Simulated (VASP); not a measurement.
Wanted: the native input for a VASP 6.6.1 run.

```yaml
Task: single point
Functional: HSE06
Potentials_or_basis: VASP PAW PBE potentials, release 64 (Ga_d, As)
Cutoff: 520 eV
k_mesh: 4 × 4 × 4
Occupations: gaussian, width 0.01 eV
Spin: no spin polarisation
Dipole_correction: no
Grid_for_exact_exchange_PRECFOCK: Normal
Further_INCAR_settings: ALGO = Normal; EDIFF = 1e-06; NBANDS = 16
Share_of_exact_exchange: 0.25
Screening_parameter: 0.2079 1/Å
```

Crystal: GaAs.

```
Ga As
1.0
     0.00000    2.83308    2.83308
     2.83308    0.00000    2.83308
     2.83308    2.83308    0.00000
Ga As
1 1
Cartesian
  0.0000 0.0000 0.0000
  1.4165 1.4165 1.4165
```

These files were run (other wordings do the same):

POSCAR

```
GaAs
1.0
    0.0000000000      2.8330831925      2.8330831925
    2.8330831925      0.0000000000      2.8330831925
    2.8330831925      2.8330831925      0.0000000000
Ga As
1 1
Direct
    0.0000000000      0.0000000000      0.0000000000
    0.2500000000      0.2500000000      0.2500000000
```

INCAR.step1

```
SYSTEM = GaAs
PREC = Accurate ; ENCUT = 520
EDIFF = 1E-5 ; ISMEAR = 0
SIGMA = 0.01 ; LREAL = .False.
LASPH = .True. ; NELM = 80
ALGO = Normal ; ISIF = 2
LWAVE = .True. ; LCHARG = .False.
GGA = PE ; NBANDS = 16
```

INCAR.step2

```
SYSTEM = GaAs
PREC = Accurate ; ENCUT = 520
EDIFF = 1E-6 ; ISMEAR = 0
SIGMA = 0.01 ; LREAL = .False.
LASPH = .True. ; NELM = 80
ALGO = Normal ; ISIF = 2
LWAVE = .False. ; LCHARG = .False.
GGA = PE ; LHFCALC = .True.
HFSCREEN = 0.2079 ; PRECFOCK = Normal
ISTART = 1 ; NBANDS = 16
```

KPOINTS

```
regular mesh
0
Gamma
  4 4 4
  0 0 0
```

Potentials or basis: VASP PAW PBE potentials, release 64 (Ga_d, As).

Command:

```bash
$ cat potpaw_PBE.64/Ga_d/POTCAR potpaw_PBE.64/As/POTCAR > POTCAR
$ cp INCAR.step1 INCAR
$ mpirun -np 1 vasp_std > vasp.out
$ cp INCAR.step2 INCAR
$ mpirun -np 1 vasp_std > vasp.out
```

Results of the run:

- Pressure: 0.8 GPa
- Band gap on the k mesh: 1.41 eV

Caveat: the k points lie up to 0.48 Å⁻¹ apart; the PAW data sets were made with another functional, which shifts forces and pressure a little.

It took 14 min on 1 thread of Intel Xeon 8259CL, on a shared host, peak memory 0.28 GiB.
